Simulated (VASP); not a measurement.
Runs of VASP 6.6.1 on Te2Mo. The structure is that of space group P2_1/m (No. 11), or close to it. The cells are those of the table. 

```csv
level,potentials or basis,cell,k mesh,gap on the mesh (eV),largest force (eV/Å)
LDA,"VASP PAW LDA potentials, release 64 (Te, Mo_sv)","a = 6.235, b = 3.384, c = 36.140 Å, angles 90.0, 90.1, 90.0°, 6 atoms",3 × 6 × 1,none,(a)
PBEsol,"VASP PAW PBE potentials, release 64 (Te, Mo_sv)","a = 6.280, b = 3.406, c = 36.172 Å, angles 90.0, 90.1, 90.0°, 6 atoms",3 × 6 × 1,none,0.03
PBE+D3(BJ),"VASP PAW PBE potentials, release 64 (Te, Mo_sv)","a = 6.486, b = 3.549, c = 36.886 Å, angles 90.0, 90.1, 90.0°, 6 atoms",4 × 8 × 1,none,0.75
PBEsol+D3(BJ),"VASP PAW PBE potentials, release 64 (Te, Mo_sv)","a = 6.217, b = 3.363, c = 36.167 Å, angles 90.0, 90.1, 90.0°, 6 atoms",3 × 6 × 1,none,0.03
RPBE+D4,"VASP PAW PBE potentials, release 64 (Te, Mo_sv)","a = 6.290, b = 3.411, c = 36.169 Å, angles 90.0, 90.1, 90.0°, 6 atoms",4 × 8 × 1,none,0.01
PBEsol+D4,"VASP PAW PBE potentials, release 64 (Te, Mo_sv)","a = 6.243, b = 3.415, c = 36.169 Å, angles 90.0, 90.1, 90.0°, 6 atoms",3 × 6 × 1,none,0.03
LDA,"VASP PAW LDA potentials, release 64 (Te, Mo_sv)","a = 6.486, b = 3.549, c = 36.886 Å, angles 90.0, 90.1, 90.0°, 6 atoms",4 × 8 × 1,none,1.26
```

Alike in all rows: task single point; no spin polarisation; cutoff (eV) 520; smearing fermi-dirac 0.05 eV.

Estimate the missing entries.

(a) 0.05.

Caveats: spin-orbit coupling is left out, which moves the levels of the heavy elements; the PAW data sets were made with another functional, which shifts forces and pressure a little (some runs).

A k mesh can miss the band edges, and the runs leave out spin-orbit coupling on Mo, Te.

A gap of «none» marks levels without a gap at the run's occupations.
